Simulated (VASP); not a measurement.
# Os (P6_3/mmc) in VASP: further runs, part 2 of 2

VASP 6.6.1.

**6. Relaxation of shape and atoms at fixed volume, PBE (14.70 Å³/atom)**

This run uses another cell than the first one, of 14.70 Å³/atom.

File INCAR:

```
SYSTEM = Os
ALGO = Normal
EDIFF = 1E-7
EDIFFG = -0.01
ENCUT = 600
GGA = PE
GGA_COMPAT = .False.
IBRION = 2
ISIF = 4
ISMEAR = 0
LASPH = .True.
LCHARG = .False.
LREAL = .False.
LWAVE = .False.
NELM = 120
NELMIN = 4
NSW = 50
PREC = Accurate
SIGMA = 0.1
```

File KPOINTS:

```
k-points
0
Gamma
  18 18 10
  0 0 0
```

File POSCAR:

```
Os
1.0
    2.7800353857      0.0000000000      0.0000000000
   -1.3900176928      2.4075812674      0.0000000000
    0.0000000000      0.0000000000      4.3939556458
Os
2
Direct
    0.3333333333      0.6666666667      0.2500000000
    0.6666666667      0.3333333333      0.7500000000
```

Potentials or basis: VASP PAW PBE potentials, release 64 (Os).

The run is started by

```console
> cat potpaw_PBE.64/Os/POTCAR > POTCAR
> mpirun -np 1 vasp_std > vasp.out
```

OUTCAR:

```text
SYSTEM = Os
   EDIFF = 1E-7
   EDIFFG = -0.01
   ENCUT = 600
   GGA = PE
   IBRION = 2
   ISIF = 4
   ISMEAR = 0
   LASPH = .True.
   LREAL = .False.
   NELM = 120
   NELMIN = 4
   NSW = 50
   PREC = Accurate

 ion  position               nearest neighbor table
   1  0.333  0.667  0.250-   2 2.72   2 2.72   2 2.72   2 2.72   2 2.72   2 2.72
   2  0.667  0.333  0.750-   1 2.72   1 2.72   1 2.72   1 2.72   1 2.72   1 2.72

  LATTYP: Found a hexagonal cell.
 ALAT       =     2.7800353857
 C/A-ratio  =     1.5805394667

  Lattice vectors:

 A1 = (   2.7800353857,   0.0000000000,   0.0000000000)
 A2 = (  -1.3900176928,   2.4075812674,   0.0000000000)
 A3 = (   0.0000000000,   0.0000000000,   4.3939556458)

Analysis of symmetry for initial positions (statically):
=====================================================================
 Subroutine PRICEL returns:
 Original cell was already a primitive cell.

 Routine SETGRP: Setting up the symmetry group for a
 hexagonal supercell.

 Subroutine GETGRP returns: Found 24 space group operations
 (whereof 12 operations were pure point group operations)
 out of a pool of 24 trial point group operations.

The static configuration has the point symmetry D_3d.
 The point group associated with its full space group is D_6h.

Analysis of symmetry for dynamics (positions and initial velocities):
=====================================================================
 Subroutine PRICEL returns:
 Original cell was already a primitive cell.

 Routine SETGRP: Setting up the symmetry group for a
 hexagonal supercell.

 Subroutine GETGRP returns: Found 24 space group operations
 (whereof 12 operations were pure point group operations)
 out of a pool of 24 trial point group operations.

The dynamic configuration has the point symmetry D_3d.
 The point group associated with its full space group is D_6h.

 Subroutine INISYM returns: Found 24 space group operations
 (whereof 12 operations are pure point group operations),
 and found     1 'primitive' translations

----------------------------------------------------------------------------------------

                                     Primitive cell

  volume of cell :      29.4095

  direct lattice vectors                    reciprocal lattice vectors
     2.780035386  0.000000000  0.000000000     0.359707652  0.207677309  0.000000000
    -1.390017693  2.407581267  0.000000000     0.000000000  0.415354619  0.000000000
     0.000000000  0.000000000  4.393955646     0.000000000  0.000000000  0.227585365

  length of vectors
     2.780035386  2.780035386  4.393955646     0.415354619  0.415354619  0.227585365

  position of ions in fractional coordinates (direct lattice)
     0.333333333  0.666666667  0.250000000
     0.666666667  0.333333333  0.750000000

  ion indices of the primitive-cell ions
   primitive index   ion index
                 1           1
                 2           2

----------------------------------------------------------------------------------------

 KPOINTS: k-points

Automatic generation of k-mesh.
 Grid dimensions read from file:
[... 51 lines left out ...]
   dimension x,y,z NGXF=    48 NGYF=   48 NGZF=   72
   ions per type =               2
   NGX,Y,Z   is equivalent  to a cutoff of  14.35, 14.35, 13.62 a.u.
   NGXF,Y,Z  is equivalent  to a cutoff of  28.70, 28.70, 27.24 a.u.
 SYSTEM =  Os
   PREC   = accura    normal or accurate (medium, high low for compatibility)
   ISTART =      0    job   : 0-new  1-cont  2-samecut
   ICHARG =      2    charge: 1-file 2-atom 10-const
   ISPIN  =      1    spin polarized calculation?
   LNONCOLLINEAR =      F non collinear calculations
   LSORBIT =      F    spin-orbit coupling
   LASPH  =      T    aspherical Exc in radial PAW
   ENCUT  =  600.0 eV  44.10 Ry    6.64 a.u.   5.55  5.55  8.78*2*pi/ulx,y,z
   NELM   =    120;   NELMIN=  4; NELMDL= -5     # of ELM steps
   EDIFF  = 0.1E-06   stopping-criterion for ELM
   LREAL  =      F    real-space projection
   EDIFFG = -.1E-01   stopping-criterion for IOM
   NSW    =     50    number of steps for IOM
   IBRION =      2    ionic relax: 0-MD 1-quasi-New 2-CG
   NFREE  =      1    steps in history (QN), initial steepest desc. (CG)
   ISIF   =      4    stress and relaxation
   ISYM   =      2    0-nonsym 1-usesym 2-fastsym
   POTIM  = 0.5000    time-step for ionic-motion
   TEBEG  =    0.0;   TEEND  =   0.0 temperature during run
   PSTRESS=    0.0 pullay stress
   NELECT =      16.0000    total number of electrons
   NUPDOWN=      -1.0000    fix difference up-down
   EMIN   =  10.00;   EMAX   =-10.00  energy-range for DOS
   EFERMI =   0.00;   METHOD = LEGACY
   ISMEAR =     0;   SIGMA  =   0.10  broadening in eV -4-tet -1-fermi 0-gaus
   EFERMI_NEDOS =   21; number of points for ismear=-14 and -15
   IALGO  =     38    algorithm
   IMIX   =      4    mixing-type and parameters
     AMIX     =   0.40;   BMIX     =  1.00
     AMIX_MAG =   1.60;   BMIX_MAG =  1.00
  volume/ion in A,a.u.               =      14.70        99.23
  Fermi-wavevector in a.u.,A,eV,Ry     =   1.336449  2.525523 24.301324  1.786097
  Thomas-Fermi vector in A             =   2.465075
   LORBIT       =      0    0 simple, 1 ext, 2 COOP (PROOUT), +10 PAW based schemes
   GGA     = PE    functional components
   LHFCALC =     F    Hartree Fock is set to
   AEXX    =    0.0000 exact exchange contribution
   IVDW    =     0    specifies the selected vdW correction
   LEPSILON=     F    determine dielectric tensor
   LRPA    =     F    only Hartree local field effects (RPA)
 conjugate gradient relaxation of ions
 non-spin polarized calculation
 Gauss-broadening in eV      SIGMA  =   0.10
  energy-cutoff  :      600.00
  volume of cell :       29.41
 maximum number of plane-waves:      1014
 NGX is ok and might be reduce to    24
   NGX = 11   NGY = 11   NGZ = 17

--------------------------------------- Ionic step        1  -------------------------------------------

 number of electron      15.9999998 magnetization

 Free energy of the ion-electron system (eV)
  ---------------------------------------------------
  ext. energy  EPLUGINS =         0.00000000
  ---------------------------------------------------
  free energy    TOTEN  =       -22.47008883 eV

  energy without entropy =      -22.46213926  energy(sigma->0) =      -22.46611405

------------------------ aborting loop because EDIFF is reached ----------------------------------------

  FORCE on cell =-STRESS in cart. coord.  units (eV):
  Direction    XX          YY          ZZ          XY          YZ          ZX
  --------------------------------------------------------------------------------------
  -------------------------------------------------------------------------------------
  Total       -1.9941377     -1.9941377     -2.1569229     -0.0000000      0.0000000      0.0000000
  in kB     -108.6372516   -108.6372516   -117.5055186     -0.0000000      0.0000000      0.0000000
  external PRESSURE =    -111.5933406 kB  Pullay stress =       0.0000000 kB
[... 59 lines left out ...]
--------------------------------------- Ionic step        3  -------------------------------------------

 number of electron      15.9999998 magnetization

 Free energy of the ion-electron system (eV)
  ---------------------------------------------------
  ext. energy  EPLUGINS =         0.00000000
  ---------------------------------------------------
  free energy    TOTEN  =       -22.47018926 eV

  energy without entropy =      -22.46212085  energy(sigma->0) =      -22.46615506

 E-fermi :   8.7261     XC(G=0): -13.7707

 val. band max:        8.7222115637   @ k =   0.4444   0.1111   0.4000
 cond. band min:       8.7321409688   @ k =   0.1667   0.1111   0.3000
 fundamental gap:      0.0099294051
 Fermi energy:         8.7261263176

 k-point     1 :       0.0000    0.0000    0.0000
  band No.  band energies     occupation
      1      -1.7663      2.00000
      2       1.4011      2.00000
      3       5.8885      2.00000
      4       5.8885      2.00000
      5       6.1386      2.00000
      6       6.6661      2.00000
      7       6.6661      2.00000
      8       7.2561      2.00000
      9       7.2561      2.00000
     10       8.7734      0.50372
     11      10.2856      0.00000
     12      10.2856      0.00000
[... 331 lines left out ...]
 k-point    24 :       0.3889    0.1111    0.0000
  band No.  band energies     occupation
      1       2.3190      2.00000
      2       2.4353      2.00000
      3       2.8001      2.00000
      4       5.3577      2.00000
      5       5.3837      2.00000
      6       6.2711      2.00000
      7       6.9336      2.00000
      8      10.1821      0.00000
      9      10.5713      0.00000
     10      11.0278      0.00000
     11      12.3302      0.00000
     12      15.2109      0.00000

 [... further k-points ...]
[... 5 lines left out ...]
  --------------------------------------------------------------------------------------
  -------------------------------------------------------------------------------------
  Total       -2.0425014     -2.0425014     -2.0423724     -0.0000000     -0.0000000      0.0000000
  in kB     -111.2720286   -111.2720286   -111.2650003     -0.0000000     -0.0000000      0.0000000
  external PRESSURE =    -111.2696858 kB  Pullay stress =       0.0000000 kB
[... 17 lines left out ...]
  FREE ENERGIE OF THE ION-ELECTRON SYSTEM (eV)
  ---------------------------------------------------
  free  energy   TOTEN  =       -22.4701892605 eV

  energy  without entropy=      -22.4621208544  energy(sigma->0) =      -22.46615506

 reached required accuracy - stopping structural energy minimisation
```

CONTCAR:

```text
Os
   1.00000000000000
     2.7817503322394996   -0.0000000000013081    0.0000000000000000
    -1.3908751660708520    2.4090664546715965    0.0000000000000000
     0.0000000000000000    0.0000000000000000    4.3885395765266484
  Os
     2
Direct
     0.3333333332999970    0.6666666667000030    0.2500000000000000
     0.6666666667000030    0.3333333332999970    0.7500000000000000

  0.00000000E+00  0.00000000E+00  0.00000000E+00
  0.00000000E+00  0.00000000E+00  0.00000000E+00
```

Run time: 1.9 min. Hardware: 1 thread of Oxide Virtual Turin-like, shared host; peak memory 0.19 GiB.

Results:

| Item | Value |
| --- | --- |
| Free energy | -22.4702 eV |
| Energy gained by relaxing | 0.1 meV/atom |
| Ionic steps | 3 |
| Pressure after relaxing | -11.1 GPa |
| Band gap on the k mesh | zero (bands 8 and 9 overlap by 3.62 eV) |

The path:
```
step  energy change (eV)  largest force (eV/Å)  pressure (GPa)  volume (Å³)
   1              0.0000                0.0000          -11.16        29.41
   2              0.0000                0.0000          -11.09        29.41
   3             -0.0001                0.0000          -11.13        29.41
```

Final structure:
```xyz
2
Lattice="2.7818 0.0000 0.0000 -1.3909 2.4091 0.0000 0.0000 0.0000 4.3885" Properties=species:S:1:pos:R:3 pbc="T T T"
Os    0.0000    1.6060    1.0971
Os    1.3909    0.8030    3.2914
```

Caveat: spin-orbit coupling is left out, which moves the levels of the heavy elements.

**7. Overview**

```csv
task,cell,gap on the mesh (eV),pressure (GPa)
relaxation of cell and atoms,"relaxed from a = 2.751, b = 2.751, c = 4.355 Å, angles 90.0, 90.0, 120.0°, 2 atoms",none,0.0
relaxation of shape and atoms at fixed volume,"relaxed from a = 2.665, b = 2.665, c = 4.225 Å, angles 90.0, 90.0, 120.0°, 2 atoms",none,48.1
relaxation of shape and atoms at fixed volume,"relaxed from a = 2.695, b = 2.695, c = 4.266 Å, angles 90.0, 90.0, 120.0°, 2 atoms",none,29.2
relaxation of shape and atoms at fixed volume,"relaxed from a = 2.725, b = 2.725, c = 4.307 Å, angles 90.0, 90.0, 120.0°, 2 atoms",none,13.3
relaxation of shape and atoms at fixed volume,"relaxed from a = 2.780, b = 2.780, c = 4.394 Å, angles 90.0, 90.0, 120.0°, 2 atoms",none,-11.1
```

Alike in all rows: level PBE; potentials or basis VASP PAW PBE potentials, release 64 (Os); no spin polarisation; k mesh 18 × 18 × 10; cutoff (eV) 600; smearing gaussian 0.1 eV.

Caveats: spin-orbit coupling is left out, which moves the levels of the heavy elements.

Absolute energies hang on the potentials; compare differences alone.

The gap in the log of VASP goes by the Fermi energy; the results here count the filled bands.